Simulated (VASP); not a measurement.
# SnO in VASP: single point with PBE+D3(BJ)

Aim: the single point of SnO with PBE+D3(BJ).

All numbers are computed with VASP 6.6.1; they aren't measurements. Logs are shortened: lines on timing, memory, paths and dates and some standing lists are left out, and cuts for length are marked.

**1. The cell of the first run**

The cell holds a slab with vacuum, 8 atoms: a = 3.820 Å, b = 3.820 Å, c = 22.226 Å, α = 90.00°, β = 90.00°, γ = 90.00°.

**2. Single point, PBE+D3(BJ) (layers slid over each other)**

Input file INCAR:

```
SYSTEM = SnO
ALGO = Normal
DIPOL = 0.5 0.5 0.408
EDIFF = 1E-6
ENCUT = 520
GGA = PE
GGA_COMPAT = .FALSE.
IDIPOL = 3
ISIF = 2
ISMEAR = 0
IVDW = 12
LASPH = .TRUE.
LCHARG = .FALSE.
LDIPOL = .TRUE.
LREAL = .FALSE.
LWAVE = .FALSE.
NBANDS = 50
NELM = 120
NELMDL = -8
PREC = Accurate
SIGMA = 0.05
```

Input file KPOINTS:

```
k-points
0
G
  7 7 1
  0 0 0
```

Input file POSCAR:

```
SnO
1.0
    3.8201630995      0.0000000000      0.0000000000
    0.0000000000      3.8201630995      0.0000000000
    0.0000000000      0.0000000000     22.2260821294
Sn O
4 4
Direct
    0.7500000000      0.2500000000      0.2024648327
    0.2500000000      0.7500000000      0.3087832136
    0.5000000000      1.0000000000      0.5067488278
    0.0000000000      1.5000000000      0.6130672086
    0.2500000000      0.2500000000      0.2556240231
    0.7500000000      0.7500000000      0.2556240231
    0.0000000000      1.0000000000      0.5599080182
    0.5000000000      1.5000000000      0.5599080182
```

Potentials or basis: VASP PAW PBE potentials, release 64 (Sn_d, O).

Command:

```sh
$ cat potpaw_PBE.64/Sn_d/POTCAR potpaw_PBE.64/O/POTCAR > POTCAR
$ mpirun -np 1 vasp_std > vasp.out
```

OUTCAR:

```text
SYSTEM = SnO
   EDIFF = 1E-6
   ENCUT = 520
   GGA = PE
   ISIF = 2
   ISMEAR = 0
   IVDW = 12
   LASPH = .TRUE.
   LREAL = .FALSE.
   NELM = 120
   NELMDL = -8
   PREC = Accurate
 IVDW          = 12

 ion  position               nearest neighbor table
   1  0.750  0.250  0.202-   5 2.25   6 2.25   6 2.25   5 2.25   2 3.59   2 3.59   2 3.59   2 3.59

   2  0.250  0.750  0.309-   5 2.25   6 2.25   5 2.25   6 2.25   1 3.59   1 3.59   1 3.59   1 3.59

   3  0.500  0.000  0.507-   7 2.25   8 2.25   8 2.25   7 2.25   4 3.59   4 3.59   4 3.59   4 3.59

   4  0.000  0.500  0.613-   7 2.25   8 2.25   7 2.25   8 2.25   3 3.59   3 3.59   3 3.59   3 3.59

   5  0.250  0.250  0.256-   1 2.25   1 2.25   2 2.25   2 2.25
   6  0.750  0.750  0.256-   1 2.25   1 2.25   2 2.25   2 2.25
   7  0.000  0.000  0.560-   3 2.25   3 2.25   4 2.25   4 2.25
   8  0.500  0.500  0.560-   3 2.25   3 2.25   4 2.25   4 2.25

  LATTYP: Found a simple tetragonal cell.
 ALAT       =     3.8201630995
 C/A-ratio  =     5.8180976965

  Lattice vectors:

 A1 = (   3.8201630995,   0.0000000000,   0.0000000000)
 A2 = (   0.0000000000,   3.8201630995,   0.0000000000)
 A3 = (   0.0000000000,   0.0000000000,  22.2260821294)

Analysis of symmetry for initial positions (statically):
=====================================================================
 Subroutine PRICEL returns:
 Original cell was already a primitive cell.

 Routine SETGRP: Setting up the symmetry group for a
 simple tetragonal supercell.

 Subroutine GETGRP returns: Found  4 space group operations
 (whereof  1 operations were pure point group operations)
 out of a pool of 16 trial point group operations.

The static configuration has the point symmetry C_1 .
 The point group associated with its full space group is C_2h.

Analysis of symmetry for dynamics (positions and initial velocities):
=====================================================================
 Subroutine PRICEL returns:
 Original cell was already a primitive cell.

 Routine SETGRP: Setting up the symmetry group for a
 simple tetragonal supercell.

 Subroutine GETGRP returns: Found  4 space group operations
 (whereof  1 operations were pure point group operations)
 out of a pool of 16 trial point group operations.

The dynamic configuration has the point symmetry C_1 .
 The point group associated with its full space group is C_2h.

 Subroutine INISYM returns: Found  4 space group operations
 (whereof  1 operations are pure point group operations),
 and found     1 'primitive' translations

----------------------------------------------------------------------------------------

                                     Primitive cell

  volume of cell :     324.3596

  direct lattice vectors                    reciprocal lattice vectors
     3.820163100  0.000000000  0.000000000     0.261768928  0.000000000  0.000000000
     0.000000000  3.820163100  0.000000000     0.000000000  0.261768928  0.000000000
     0.000000000  0.000000000 22.226082129     0.000000000  0.000000000  0.044992185

  length of vectors
     3.820163100  3.820163100 22.226082129     0.261768928  0.261768928  0.044992185

  position of ions in fractional coordinates (direct lattice)
     0.750000000  0.250000000  0.202464833
     0.250000000  0.750000000  0.308783214
     0.500000000  0.000000000  0.506748828
     0.000000000  0.500000000  0.613067209
     0.250000000  0.250000000  0.255624023
     0.750000000  0.750000000  0.255624023
     0.000000000  0.000000000  0.559908018
     0.500000000  0.500000000  0.559908018

  ion indices of the primitive-cell ions
   primitive index   ion index
                 1           1
                 2           2
                 3           3
                 4           4
                 5           5
                 6           6
                 7           7
                 8           8

----------------------------------------------------------------------------------------

 KPOINTS: k-points

Automatic generation of k-mesh.
 Grid dimensions read from file:
 generate k-points for:    7    7    1

 Generating k-lattice:

  Cartesian coordinates                     Fractional coordinates (reciprocal lattice)
     0.037395561  0.000000000  0.000000000     0.142857143  0.000000000  0.000000000
     0.000000000  0.037395561  0.000000000     0.000000000  0.142857143  0.000000000
     0.000000000  0.000000000  0.044992185     0.000000000  0.000000000  1.000000000

  Length of vectors
     0.037395561  0.037395561  0.044992185

  Shift w.r.t. Gamma in fractional coordinates (k-lattice)
     0.000000000  0.000000000  0.000000000

 Subroutine IBZKPT returns following result:
 ===========================================

 Found     16 irreducible k-points:

 Following reciprocal coordinates:
            Coordinates               Weight
  0.000000  0.000000  0.000000      1.000000
  0.142857  0.000000  0.000000      4.000000
  0.285714  0.000000  0.000000      4.000000
  0.428571  0.000000  0.000000      4.000000
  0.142857  0.142857  0.000000      2.000000
 -0.142857  0.142857  0.000000      2.000000
[... 8 lines left out ...]
  0.428571  0.428571  0.000000      2.000000
 -0.428571  0.428571  0.000000      2.000000
   k-points           NKPTS =     16   k-points in BZ     NKDIM =     16   number of bands    NBANDS=     50
   number of dos      NEDOS =    301   number of ions     NIONS =      8
   total plane-waves  NPLWV = 131712
   dimension x,y,z NGX =    28 NGY =   28 NGZ =  168
   dimension x,y,z NGXF=    56 NGYF=   56 NGZF=  336
   ions per type =               4   4
   NGX,Y,Z   is equivalent  to a cutoff of  12.19, 12.19, 12.57 a.u.
   NGXF,Y,Z  is equivalent  to a cutoff of  24.37, 24.37, 25.13 a.u.
 SYSTEM =  SnO
   PREC   = accura    normal or accurate (medium, high low for compatibility)
   ISTART =      0    job   : 0-new  1-cont  2-samecut
   ICHARG =      2    charge: 1-file 2-atom 10-const
   ISPIN  =      1    spin polarized calculation?
   LNONCOLLINEAR =      F non collinear calculations
   LSORBIT =      F    spin-orbit coupling
   LASPH  =      T    aspherical Exc in radial PAW
   ENCUT  =  520.0 eV  38.22 Ry    6.18 a.u.   7.10  7.10 41.33*2*pi/ulx,y,z
   NELM   =    120;   NELMIN=  2; NELMDL= -8     # of ELM steps
   EDIFF  = 0.1E-05   stopping-criterion for ELM
   LREAL  =      F    real-space projection
   EDIFFG = 0.1E-04   stopping-criterion for IOM
   NSW    =      0    number of steps for IOM
   IBRION =     -1    ionic relax: 0-MD 1-quasi-New 2-CG
   NFREE  =      0    steps in history (QN), initial steepest desc. (CG)
   ISIF   =      2    stress and relaxation
   ISYM   =      2    0-nonsym 1-usesym 2-fastsym
   POTIM  = 0.5000    time-step for ionic-motion
   TEBEG  =    0.0;   TEEND  =   0.0 temperature during run
   PSTRESS=    0.0 pullay stress
   NELECT =      80.0000    total number of electrons
   NUPDOWN=      -1.0000    fix difference up-down
   EMIN   =  10.00;   EMAX   =-10.00  energy-range for DOS
   EFERMI =   0.00;   METHOD = LEGACY
   ISMEAR =     0;   SIGMA  =   0.05  broadening in eV -4-tet -1-fermi 0-gaus
   EFERMI_NEDOS =   21; number of points for ismear=-14 and -15
   IALGO  =     38    algorithm
   IMIX   =      4    mixing-type and parameters
     AMIX     =   0.40;   BMIX     =  1.00
     AMIX_MAG =   1.60;   BMIX_MAG =  1.00
  volume/ion in A,a.u.               =      40.54       273.61
  Fermi-wavevector in a.u.,A,eV,Ry     =   1.026666  1.940118 14.341131  1.054043
  Thomas-Fermi vector in A             =   2.160571
   LORBIT       =      0    0 simple, 1 ext, 2 COOP (PROOUT), +10 PAW based schemes
   GGA     = PE    functional components
   LHFCALC =     F    Hartree Fock is set to
   AEXX    =    0.0000 exact exchange contribution
   IVDW    =    12    specifies the selected vdW correction
   LEPSILON=     F    determine dielectric tensor
   LRPA    =     F    only Hartree local field effects (RPA)
 non-spin polarized calculation
 Gauss-broadening in eV      SIGMA  =   0.05
  energy-cutoff  :      520.00
  volume of cell :      324.36
 maximum number of plane-waves:      8769
   NGX = 15   NGY = 15   NGZ = 83

 dipolmoment           0.000000      0.000000      0.000000 electrons x Angstroem

 number of electron      79.9999970 magnetization

 dipolmoment           0.000000      0.000000     -0.000000 electrons x Angstroem

 Free energy of the ion-electron system (eV)
  ---------------------------------------------------
  ext. energy  EPLUGINS =         0.00000000
  ---------------------------------------------------
  free energy    TOTEN  =       -45.16908272 eV

  energy without entropy =      -45.16908272  energy(sigma->0) =      -45.16908272

 E-fermi :   0.0338     XC(G=0):  -5.3444

 val. band max:       -0.2541240022   @ k =  -0.1429   0.1429   0.0000
 cond. band min:       2.3287196884   @ k =   0.0000   0.0000   0.0000
 fundamental gap:      2.5828436906
 Fermi energy:         0.0338024328

 k-point     1 :       0.0000    0.0000    0.0000
  band No.  band energies     occupation
      1     -21.0534      2.00000
      2     -21.0534      2.00000
      3     -20.6927      2.00000
      4     -20.6927      2.00000
      5     -20.6548      2.00000
      6     -20.6548      2.00000
[... 42 lines left out ...]
     49       5.1459      0.00000
     50       5.2103      0.00000

 k-point     2 :       0.1429    0.0000    0.0000
  band No.  band energies     occupation
      1     -21.0444      2.00000
      2     -21.0444      2.00000
      3     -20.6934      2.00000
      4     -20.6933      2.00000
      5     -20.6566      2.00000
      6     -20.6566      2.00000
[... 734 lines left out ...]
 k-point    16 :      -0.4286    0.4286    0.0000
  band No.  band energies     occupation
      1     -20.9941      2.00000
      2     -20.9940      2.00000
      3     -20.9803      2.00000
      4     -20.9801      2.00000
      5     -20.6596      2.00000
      6     -20.6596      2.00000
[... 42 lines left out ...]
     49       5.9786      0.00000
     50       6.4410      0.00000

------------------------ aborting loop because EDIFF is reached ----------------------------------------

 vacuum level on the upper side and lower side of the slab       (xc-potential included)        -0.192        -0.192

 Edisp (eV)   -1.22222

 E8    (eV) :    -0.5403

  FORCE on cell =-STRESS in cart. coord.  units (eV):
  Direction    XX          YY          ZZ          XY          YZ          ZX
  --------------------------------------------------------------------------------------
  -------------------------------------------------------------------------------------
  Total       0.17151     0.17151    -0.07750     0.01602     0.12302     0.12302
  in kB       0.84716     0.84716    -0.38279     0.07912     0.60768     0.60767
  external pressure =        0.44 kB  Pullay stress =        0.00 kB

 VOLUME and BASIS-vectors are now :
 -----------------------------------------------------------------------------
  energy-cutoff  :      520.00
  volume of cell :      324.36
      direct lattice vectors                 reciprocal lattice vectors
     3.820163100  0.000000000  0.000000000     0.261768928  0.000000000  0.000000000
     0.000000000  3.820163100  0.000000000     0.000000000  0.261768928  0.000000000
     0.000000000  0.000000000 22.226082129     0.000000000  0.000000000  0.044992185

 POSITION                                       TOTAL-FORCE (eV/Angst)
 -----------------------------------------------------------------------------------
      2.86512      0.95504      4.50000        -0.002343     -0.002343     -0.084083
      0.95504      2.86512      6.86304        -0.010703     -0.010703      0.139406
      1.91008      0.00000     11.26304         0.010703      0.010703     -0.139406
      0.00000      1.91008     13.62608         0.002343      0.002343      0.084083
      0.95504      0.95504      5.68152         0.004708     -0.012705      0.005366
      2.86512      2.86512      5.68152        -0.012705      0.004708      0.005366
      0.00000      0.00000     12.44456         0.012705     -0.004708     -0.005366
      1.91008      1.91008     12.44456        -0.004708      0.012705     -0.005366
 -----------------------------------------------------------------------------------
    total drift:                                0.000000      0.000000     -0.000006

  FREE ENERGIE OF THE ION-ELECTRON SYSTEM (eV)
  ---------------------------------------------------
  free  energy   TOTEN  =       -46.3913040525 eV

  energy  without entropy=      -46.3913040525  energy(sigma->0) =      -46.39130405

 vacuum level on the upper side and lower side of the slab         4.781         4.781
```

Wall time 8 min (1 thread of Oxide Virtual Turin-like, shared host); peak memory 0.41 GiB.

Results:

```yaml
Free_energy: -46.3913 eV
Largest_force: 0.140 eV/Å
Band_gap_on_the_k_mesh: 2.58 eV (least direct gap 2.61 eV)
Dispersion_energy_per_atom: -0.153 eV
```

Forces in eV/Å, atoms in the order of the input:
```
Sn  -0.002 -0.002 -0.084
Sn  -0.011 -0.011  0.139
Sn   0.011  0.011 -0.139
Sn   0.002  0.002  0.084
O    0.005 -0.013  0.005
O   -0.013  0.005  0.005
O    0.013 -0.005 -0.005
O   -0.005  0.013 -0.005
```

Levels at points of the mesh, in eV from the valence-band top:
| k point | band 36 | band 37 | band 38 | band 39 | band 40 | band 41 | band 42 | band 43 | band 44 | band 45 |
| --- | --- | --- | --- | --- | --- | --- | --- | --- | --- | --- |
| (0.00, 0.00, 0.00) | -1.89 | -1.89 | -1.89 | -0.50 | -0.03 | 2.58 | 2.92 | 2.92 | 3.73 | 4.93 |

Caveat: the cell differs from its parent crystal (layers slid over each other); spin-orbit coupling is left out, which moves the levels of the heavy elements.
